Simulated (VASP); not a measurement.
# K (Im-3m) in VASP: a series of runs

K is run at these levels: LDA; tasks: single point.

Program: VASP 6.6.1. These are calculated values, not measurements. Logs are shortened: lines on timing, memory, paths and dates and some standing lists are left out, and cuts for length are marked.

## 1. The cell of the first run

Symmetry: Im-3m, No. 229, cubic system. Conventional cell: a = 5.048 Å, b = 5.048 Å, c = 5.048 Å, α = 90.00°, β = 90.00°, γ = 90.00°. K (site symmetry m-3m) has 14 K at 4.37 to 5.05 Å within 5.7 Å.

## 2. Single point, LDA

Input file INCAR:

```
SYSTEM = K
PREC = Accurate
ENCUT = 520
EDIFF = 1E-7
ISMEAR = 1
SIGMA = 0.1
LREAL = .False.
LASPH = .True.
NELM = 80
ALGO = Normal
ISIF = 2
LWAVE = .False.
LCHARG = .True.
LELF = .True.
LVHAR = .True.
NBANDS = 10
```

Input file KPOINTS:

```
Automatic mesh
0
Gamma
  9 9 9
  0 0 0
```

Input file POSCAR:

```
K
1.0
   -2.5241928768      2.5241928768      2.5241928768
    2.5241928768     -2.5241928768      2.5241928768
    2.5241928768      2.5241928768     -2.5241928768
K
1
Direct
    0.0000000000      0.0000000000      0.0000000000
```

Potentials or basis: VASP PAW LDA potentials, release 64 (K_sv).

Run with:

```
$ cat potpaw_LDA.64/K_sv/POTCAR > POTCAR
$ mpirun -np 1 vasp_std > vasp.out
```

OUTCAR:

```text
SYSTEM = K
   PREC = Accurate
   ENCUT = 520
   EDIFF = 1E-7
   ISMEAR = 1
   LREAL = .False.
   LASPH = .True.
   NELM = 80
   ISIF = 2

 ion  position               nearest neighbor table
   1  0.000  0.000  0.000-

  LATTYP: Found a body centered cubic cell.
 ALAT       =     5.0483857536

  Lattice vectors:

 A1 = (  -2.5241928768,   2.5241928768,   2.5241928768)
 A2 = (   2.5241928768,  -2.5241928768,   2.5241928768)
 A3 = (   2.5241928768,   2.5241928768,  -2.5241928768)

Analysis of symmetry for initial positions (statically):
=====================================================================
 Subroutine PRICEL returns:
 Original cell was already a primitive cell.

 Routine SETGRP: Setting up the symmetry group for a
 body centered cubic supercell.

 Subroutine GETGRP returns: Found 48 space group operations
 (whereof 48 operations were pure point group operations)
 out of a pool of 48 trial point group operations.

The static configuration has the point symmetry O_h .

Analysis of symmetry for dynamics (positions and initial velocities):
=====================================================================
 Subroutine PRICEL returns:
 Original cell was already a primitive cell.

 Routine SETGRP: Setting up the symmetry group for a
 body centered cubic supercell.

 Subroutine GETGRP returns: Found 48 space group operations
 (whereof 48 operations were pure point group operations)
 out of a pool of 48 trial point group operations.

The dynamic configuration has the point symmetry O_h .

 Subroutine INISYM returns: Found 48 space group operations
 (whereof 48 operations are pure point group operations),
 and found     1 'primitive' translations

----------------------------------------------------------------------------------------

                                     Primitive cell

  volume of cell :      64.3321

  direct lattice vectors                    reciprocal lattice vectors
    -2.524192877  2.524192877  2.524192877     0.000000000  0.198083120  0.198083120
     2.524192877 -2.524192877  2.524192877     0.198083120  0.000000000  0.198083120
     2.524192877  2.524192877 -2.524192877     0.198083120  0.198083120  0.000000000

  length of vectors
     4.372030311  4.372030311  4.372030311     0.280131834  0.280131834  0.280131834

  position of ions in fractional coordinates (direct lattice)
     0.000000000  0.000000000  0.000000000

  ion indices of the primitive-cell ions
   primitive index   ion index
                 1           1

----------------------------------------------------------------------------------------

 KPOINTS: Automatic mesh

Automatic generation of k-mesh.
 Grid dimensions read from file:
 generate k-points for:    9    9    9

 Generating k-lattice:

  Cartesian coordinates                     Fractional coordinates (reciprocal lattice)
     0.000000000  0.022009236  0.022009236     0.111111111  0.000000000  0.000000000
     0.022009236  0.000000000  0.022009236     0.000000000  0.111111111  0.000000000
     0.022009236  0.022009236  0.000000000     0.000000000  0.000000000  0.111111111

  Length of vectors
     0.031125759  0.031125759  0.031125759

  Shift w.r.t. Gamma in fractional coordinates (k-lattice)
     0.000000000  0.000000000  0.000000000

 Subroutine IBZKPT returns following result:
 ===========================================

 Found     35 irreducible k-points:

 Following reciprocal coordinates:
            Coordinates               Weight
  0.000000  0.000000  0.000000      1.000000
  0.111111  0.000000  0.000000     12.000000
  0.222222  0.000000  0.000000     12.000000
  0.333333  0.000000  0.000000     12.000000
  0.444444  0.000000  0.000000     12.000000
  0.111111  0.111111  0.000000     24.000000
[... 16 lines left out ...]
 -0.333333  0.444444  0.111111     48.000000
 -0.444444 -0.444444  0.111111     24.000000
 [... further k-points ...]
   k-points           NKPTS =     35   k-points in BZ     NKDIM =     35   number of bands    NBANDS=     10
   number of dos      NEDOS =    301   number of ions     NIONS =      1
   total plane-waves  NPLWV =  46656
   dimension x,y,z NGX =    36 NGY =   36 NGZ =   36
   dimension x,y,z NGXF=    72 NGYF=   72 NGZF=   72
   ions per type =               1
   NGX,Y,Z   is equivalent  to a cutoff of  13.69, 13.69, 13.69 a.u.
   NGXF,Y,Z  is equivalent  to a cutoff of  27.38, 27.38, 27.38 a.u.
 SYSTEM =  K
   PREC   = accura    normal or accurate (medium, high low for compatibility)
   ISTART =      0    job   : 0-new  1-cont  2-samecut
   ICHARG =      2    charge: 1-file 2-atom 10-const
   ISPIN  =      1    spin polarized calculation?
   LNONCOLLINEAR =      F non collinear calculations
   LSORBIT =      F    spin-orbit coupling
   LASPH  =      T    aspherical Exc in radial PAW
   ENCUT  =  520.0 eV  38.22 Ry    6.18 a.u.   8.13  8.13  8.13*2*pi/ulx,y,z
   NELM   =     80;   NELMIN=  2; NELMDL= -5     # of ELM steps
   EDIFF  = 0.1E-06   stopping-criterion for ELM
   LREAL  =      F    real-space projection
   EDIFFG = 0.1E-05   stopping-criterion for IOM
   NSW    =      0    number of steps for IOM
   IBRION =     -1    ionic relax: 0-MD 1-quasi-New 2-CG
   NFREE  =      0    steps in history (QN), initial steepest desc. (CG)
   ISIF   =      2    stress and relaxation
   ISYM   =      2    0-nonsym 1-usesym 2-fastsym
   POTIM  = 0.5000    time-step for ionic-motion
   TEBEG  =    0.0;   TEEND  =   0.0 temperature during run
   PSTRESS=    0.0 pullay stress
   NELECT =       9.0000    total number of electrons
   NUPDOWN=      -1.0000    fix difference up-down
   EMIN   =  10.00;   EMAX   =-10.00  energy-range for DOS
   EFERMI =   0.00;   METHOD = LEGACY
   ISMEAR =     1;   SIGMA  =   0.10  broadening in eV -4-tet -1-fermi 0-gaus
   EFERMI_NEDOS =   21; number of points for ismear=-14 and -15
   IALGO  =     38    algorithm
   IMIX   =      4    mixing-type and parameters
     AMIX     =   0.40;   BMIX     =  1.00
     AMIX_MAG =   1.60;   BMIX_MAG =  1.00
  volume/ion in A,a.u.               =      64.33       434.13
  Fermi-wavevector in a.u.,A,eV,Ry     =   0.849858  1.605999  9.826930  0.722259
  Thomas-Fermi vector in A             =   1.965745
   LORBIT       =      0    0 simple, 1 ext, 2 COOP (PROOUT), +10 PAW based schemes
   GGA     = CA    functional components
   LHFCALC =     F    Hartree Fock is set to
   AEXX    =    0.0000 exact exchange contribution
   IVDW    =     0    specifies the selected vdW correction
   LEPSILON=     F    determine dielectric tensor
   LRPA    =     F    only Hartree local field effects (RPA)
 non-spin polarized calculation
 Methfessel and Paxton  Order N= 1 SIGMA  =   0.10
  energy-cutoff  :      520.00
  volume of cell :       64.33
 maximum number of plane-waves:      1754
 NGX is ok and might be reduce to    36
   NGX = 17   NGY = 17   NGZ = 17

 number of electron       9.0000001 magnetization

 Free energy of the ion-electron system (eV)
  ---------------------------------------------------
  ext. energy  EPLUGINS =         0.00000000
  ---------------------------------------------------
  free energy    TOTEN  =        -1.16810214 eV

  energy without entropy =       -1.16738100  energy(sigma->0) =       -1.16786176

 E-fermi :  -0.0181     XC(G=0):  -6.2254

 val. band max:       -0.0687292376   @ k =  -0.3333   0.4444   0.1111
 cond. band min:       0.0266990421   @ k =   0.4444   0.0000   0.0000
 fundamental gap:      0.0954282797
 Fermi energy:        -0.0181405551

 k-point     1 :       0.0000    0.0000    0.0000
  band No.  band energies     occupation
      1     -31.7501      2.00000
      2     -15.4171      2.00000
      3     -15.4171      2.00000
      4     -15.4171      2.00000
      5      -2.3684      2.00000
      6       4.2727      0.00000
      7       4.2727      0.00000
      8       4.2727      0.00000
      9       5.2999      0.00000
     10       5.2999      0.00000

 k-point     2 :       0.1111    0.0000    0.0000
  band No.  band energies     occupation
      1     -31.7491      2.00000
      2     -15.4306      2.00000
      3     -15.4214      2.00000
      4     -15.4171      2.00000
      5      -2.1962      2.00000
      6       4.0403      0.00000
      7       4.0798      0.00000
      8       4.4178      0.00000
      9       5.0777      0.00000
     10       5.2727      0.00000

 k-point     3 :       0.2222    0.0000    0.0000
  band No.  band energies     occupation
      1     -31.7466      2.00000
      2     -15.4643      2.00000
      3     -15.4324      2.00000
      4     -15.4171      2.00000
      5      -1.6972      2.00000
      6       3.2212      0.00000
      7       3.6834      0.00000
      8       4.8448      0.00000
      9       5.0733      0.00000
     10       5.2717      0.00000

 k-point     4 :       0.3333    0.0000    0.0000
  band No.  band energies     occupation
      1     -31.7438      2.00000
      2     -15.5021      2.00000
      3     -15.4449      2.00000
      4     -15.4172      2.00000
      5      -0.9232      2.00000
      6       2.2058      0.00000
      7       3.3278      0.00000
      8       5.1513      0.00000
      9       5.4159      0.00000
     10       5.5298      0.00000

 k-point     5 :       0.4444    0.0000    0.0000
  band No.  band energies     occupation
      1     -31.7420      2.00000
      2     -15.5264      2.00000
      3     -15.4530      2.00000
      4     -15.4172      2.00000
      5       0.0267      0.31909
      6       1.1711     -0.00000
      7       3.1298      0.00000
      8       5.0367      0.00000
      9       5.7268      0.00000
     10       6.4352      0.00000

 k-point     6 :       0.1111    0.1111    0.0000
  band No.  band energies     occupation
      1     -31.7474      2.00000
      2     -15.4538      2.00000
      3     -15.4263      2.00000
      4     -15.4203      2.00000
      5      -1.8604      2.00000
      6       3.5672      0.00000
      7       3.7171      0.00000
      8       4.6872      0.00000
      9       4.8967      0.00000
     10       5.4195      0.00000
[... 183 lines left out ...]
 k-point    21 :      -0.2222    0.3333    0.1111
  band No.  band energies     occupation
      1     -31.7433      2.00000
      2     -15.4872      2.00000
      3     -15.4504      2.00000
      4     -15.4341      2.00000
      5      -0.9162      2.00000
      6       2.6787      0.00000
      7       3.3123      0.00000
      8       4.2520      0.00000
      9       5.2202      0.00000
     10       5.6593      0.00000

 k-point    22 :      -0.4444    0.4444    0.1111
  band No.  band energies     occupation
      1     -31.7413      2.00000
      2     -15.5227      2.00000
      3     -15.4581      2.00000
      4     -15.4268      2.00000
      5       0.1717     -0.02187
      6       1.2551     -0.00000
      7       3.2044      0.00000
      8       4.3165      0.00000
      9       5.6250      0.00000
     10       6.3883      0.00000

 k-point    23 :      -0.3333    0.4444    0.1111
  band No.  band energies     occupation
      1     -31.7411      2.00000
      2     -15.5094      2.00000
      3     -15.4648      2.00000
      4     -15.4349      2.00000
      5      -0.0687      1.74663
      6       1.8667     -0.00000
      7       2.9315      0.00000
      8       4.3466      0.00000
      9       5.2627      0.00000
     10       5.9483      0.00000

 k-point    24 :      -0.4444   -0.4444    0.1111
  band No.  band energies     occupation
      1     -31.7402      2.00000
      2     -15.5182      2.00000
      3     -15.4708      2.00000
      4     -15.4348      2.00000
      5       0.8466     -0.00000
      6       0.9696     -0.00000
      7       2.7875      0.00000
      8       4.2828      0.00000
      9       5.4285      0.00000
     10       6.1478      0.00000

 [... further k-points ...]

------------------------ aborting loop because EDIFF is reached ----------------------------------------

  FORCE on cell =-STRESS in cart. coord.  units (eV):
  Direction    XX          YY          ZZ          XY          YZ          ZX
  --------------------------------------------------------------------------------------
  -------------------------------------------------------------------------------------
  Total       -0.0141995     -0.0141995     -0.0141995      0.0000000     -0.0000000      0.0000000
  in kB       -0.3536362     -0.3536362     -0.3536362      0.0000000     -0.0000000      0.0000000
  external PRESSURE =      -0.3536362 kB  Pullay stress =       0.0000000 kB

 VOLUME and BASIS-vectors are now :
 -----------------------------------------------------------------------------
  energy-cutoff  :      520.00
  volume of cell :       64.33
      direct lattice vectors                 reciprocal lattice vectors
    -2.524192877  2.524192877  2.524192877     0.000000000  0.198083120  0.198083120
     2.524192877 -2.524192877  2.524192877     0.198083120  0.000000000  0.198083120
     2.524192877  2.524192877 -2.524192877     0.198083120  0.198083120  0.000000000

 POSITION                                       TOTAL-FORCE (eV/Angst)
 -----------------------------------------------------------------------------------
      0.00000      0.00000      0.00000        -0.000000      0.000000     -0.000000
 -----------------------------------------------------------------------------------
    total drift:                               -0.000000      0.000000      0.000000

  FREE ENERGIE OF THE ION-ELECTRON SYSTEM (eV)
  ---------------------------------------------------
  free  energy   TOTEN  =        -1.1681021428 eV

  energy  without entropy=       -1.1673809956  energy(sigma->0) =       -1.16786176
```

Run time: 7.8 s. Hardware: 1 thread of Intel Xeon 6975P-C (Granite Rapids), shared host; peak memory 0.17 GiB.

What came out:

| Item | Value |
| --- | --- |
| Free energy | -1.1681 eV |
| Pressure | 0.0 GPa |

## 3. Single point, LDA

Input file INCAR:

```
ALGO = Normal
EDIFF = 1E-6
ENCUT = 520
GGA = CA
ISIF = 2
ISMEAR = 1
LASPH = True
LCHARG = False
LREAL = False
LWAVE = False
NBANDS = 10
NELM = 60
PREC = Accurate
SIGMA = 0.2
```

Input file KPOINTS:

```
k-points
0
Gamma
  9 9 9
```

POSCAR is that of step 2.

Potentials or basis: VASP PAW LDA potentials, release 64 (K_sv).

Run with:

```
$ cat potpaw_LDA.64/K_sv/POTCAR > POTCAR
$ mpirun -np 1 vasp_std > vasp.out
```

OUTCAR:

```text
EDIFF = 1E-6
   ENCUT = 520
   GGA = CA
   ISIF = 2
   ISMEAR = 1
   LASPH = True
   LREAL = False
   NELM = 60
   PREC = Accurate

 ion  position               nearest neighbor table
   1  0.000  0.000  0.000-

  LATTYP: Found a body centered cubic cell.
 ALAT       =     5.0483857536

  Lattice vectors:

 A1 = (  -2.5241928768,   2.5241928768,   2.5241928768)
 A2 = (   2.5241928768,  -2.5241928768,   2.5241928768)
 A3 = (   2.5241928768,   2.5241928768,  -2.5241928768)

Analysis of symmetry for initial positions (statically):
=====================================================================
 Subroutine PRICEL returns:
 Original cell was already a primitive cell.

 Routine SETGRP: Setting up the symmetry group for a
 body centered cubic supercell.

 Subroutine GETGRP returns: Found 48 space group operations
 (whereof 48 operations were pure point group operations)
 out of a pool of 48 trial point group operations.

The static configuration has the point symmetry O_h .

Analysis of symmetry for dynamics (positions and initial velocities):
=====================================================================
 Subroutine PRICEL returns:
 Original cell was already a primitive cell.

 Routine SETGRP: Setting up the symmetry group for a
 body centered cubic supercell.

 Subroutine GETGRP returns: Found 48 space group operations
 (whereof 48 operations were pure point group operations)
 out of a pool of 48 trial point group operations.

The dynamic configuration has the point symmetry O_h .

 Subroutine INISYM returns: Found 48 space group operations
 (whereof 48 operations are pure point group operations),
 and found     1 'primitive' translations

----------------------------------------------------------------------------------------

                                     Primitive cell
[... 112 lines left out ...]
  Thomas-Fermi vector in A             =   1.965745
   LORBIT       =      0    0 simple, 1 ext, 2 COOP (PROOUT), +10 PAW based schemes
   GGA     = CA    functional components
   LHFCALC =     F    Hartree Fock is set to
   AEXX    =    0.0000 exact exchange contribution
   IVDW    =     0    specifies the selected vdW correction
   LEPSILON=     F    determine dielectric tensor
   LRPA    =     F    only Hartree local field effects (RPA)
 non-spin polarized calculation
 Methfessel and Paxton  Order N= 1 SIGMA  =   0.20
  energy-cutoff  :      520.00
  volume of cell :       64.33
 maximum number of plane-waves:      1754
 NGX is ok and might be reduce to    36
   NGX = 17   NGY = 17   NGZ = 17

 number of electron       9.0000001 magnetization

 Free energy of the ion-electron system (eV)
  ---------------------------------------------------
  ext. energy  EPLUGINS =         0.00000000
  ---------------------------------------------------
  free energy    TOTEN  =        -1.16835612 eV

  energy without entropy =       -1.16883897  energy(sigma->0) =       -1.16851707

 E-fermi :   0.0104     XC(G=0):  -6.2253

 val. band max:       -0.0686131570   @ k =  -0.3333   0.4444   0.1111
 cond. band min:       0.0268003142   @ k =   0.4444   0.0000   0.0000
 fundamental gap:      0.0954134712
 Fermi energy:         0.0103995843

 k-point     1 :       0.0000    0.0000    0.0000
  band No.  band energies     occupation
      1     -31.7498      2.00000
      2     -15.4168      2.00000
      3     -15.4168      2.00000
      4     -15.4168      2.00000
      5      -2.3683      2.00000
      6       4.2727      0.00000
      7       4.2727      0.00000
      8       4.2727      0.00000
      9       5.3002      0.00000
     10       5.3002      0.00000
[... 287 lines left out ...]
 k-point    24 :      -0.4444   -0.4444    0.1111
  band No.  band energies     occupation
      1     -31.7399      2.00000
      2     -15.5179      2.00000
      3     -15.4705      2.00000
      4     -15.4345      2.00000
      5       0.8467     -0.00000
      6       0.9698     -0.00000
      7       2.7875     -0.00000
      8       4.2829      0.00000
      9       5.4287      0.00000
     10       6.1478      0.00000

 [... further k-points ...]

------------------------ aborting loop because EDIFF is reached ----------------------------------------

  FORCE on cell =-STRESS in cart. coord.  units (eV):
  Direction    XX          YY          ZZ          XY          YZ          ZX
  --------------------------------------------------------------------------------------
  -------------------------------------------------------------------------------------
  Total       -0.0155464     -0.0155464     -0.0155464     -0.0000000     -0.0000000      0.0000000
  in kB       -0.3871788     -0.3871788     -0.3871788     -0.0000000     -0.0000000      0.0000000
  external PRESSURE =      -0.3871788 kB  Pullay stress =       0.0000000 kB

 VOLUME and BASIS-vectors are now :
 -----------------------------------------------------------------------------
  energy-cutoff  :      520.00
  volume of cell :       64.33
      direct lattice vectors                 reciprocal lattice vectors
    -2.524192877  2.524192877  2.524192877     0.000000000  0.198083120  0.198083120
     2.524192877 -2.524192877  2.524192877     0.198083120  0.000000000  0.198083120
     2.524192877  2.524192877 -2.524192877     0.198083120  0.198083120  0.000000000

 POSITION                                       TOTAL-FORCE (eV/Angst)
 -----------------------------------------------------------------------------------
      0.00000      0.00000      0.00000         0.000000      0.000000      0.000000
 -----------------------------------------------------------------------------------
    total drift:                               -0.000000      0.000000      0.000000

  FREE ENERGIE OF THE ION-ELECTRON SYSTEM (eV)
  ---------------------------------------------------
  free  energy   TOTEN  =        -1.1683561201 eV

  energy  without entropy=       -1.1688389685  energy(sigma->0) =       -1.16851707
```

stdout:

```text
POSCAR found type information on POSCAR K
 POSCAR found :  1 types and       1 ions
 scaLAPACK will be used
 LDA part: xc-table for (Slater(with rela. corr.)+CA(PZ))
 , standard interpolation
 POSCAR, INCAR and KPOINTS ok, starting setup
 FFT: planning ... GRIDC
 FFT: planning ... GRID_SOFT
 FFT: planning ... GRID
 WAVECAR not read
 entering main loop
```

Wall time 8.8 s (1 thread of Intel Xeon 6975P-C (Granite Rapids), shared host); peak memory 0.17 GiB.

Results:

```yaml
Free_energy: -1.1684 eV
Pressure: 0.0 GPa
```

[end of part 1 of 2]
